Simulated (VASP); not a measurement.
Set up this calculation in VASP 6.6.1, as the native input.

```yaml
Task: single point
Functional: PBE
Potentials_or_basis: VASP PAW PBE potentials, release 64 (Sr_sv, Tl_d, Ag)
Cutoff: 520 eV
k_mesh: 8 × 8 × 8
Occupations: gaussian, width 0.1 eV
Spin: no spin polarisation
Dipole_correction: no
Further_INCAR_settings: ALGO = Normal; EDIFF = 1e-06; NBANDS = 38
```

The structure of SrTl3Ag lies in POSCAR:

```
SrTl3Ag
1.0
    5.5685787898      0.0000000000      0.0000000000
    0.0000000000      5.5685787898      0.0000000000
    0.0000000000      0.0000000000      5.5685787898
Sr Tl Ag
1 3 1
Direct
    0.0000000000      0.0000000000      0.0000000000
    0.0000000000      0.5000000000      0.5000000000
    0.5000000000      0.0000000000      0.5000000000
    0.5000000000      0.5000000000      0.0000000000
    0.5000000000      0.5000000000      0.5000000000
```

The cell was generated, and may not be a known phase.

One way to write it, as run:

INCAR

```
SYSTEM = SrTl3Ag
PREC = Accurate ; ENCUT = 520
EDIFF = 1E-6 ; ISMEAR = 0
SIGMA = 0.1 ; LREAL = .FALSE.
LASPH = .TRUE. ; NELM = 100
ALGO = Normal ; ISIF = 2
LWAVE = .FALSE. ; LCHARG = .FALSE.
GGA = PE ; NBANDS = 38
```

KPOINTS

```
Automatic mesh
0
G
  8 8 8
  0 0 0
```

Potentials or basis: VASP PAW PBE potentials, release 64 (Sr_sv, Tl_d, Ag).

Run with:

```bash
$ cat potpaw_PBE.64/Sr_sv/POTCAR potpaw_PBE.64/Tl_d/POTCAR potpaw_PBE.64/Ag/POTCAR > POTCAR
$ mpirun -np 1 vasp_std > vasp.out
```

Results of the run:

```
Pressure               : 0.0 GPa
Band gap on the k mesh : zero (bands 30 and 31 overlap by 1.34 eV)
```

Caveat: spin-orbit coupling is left out, which moves the levels of the heavy elements.

Run time: 3.2 min on 1 thread of Intel(R) Xeon(R) Platinum 8375C CPU @ 2.90GHz (Ice Lake), with other jobs on the host, peak memory 0.4 GiB.
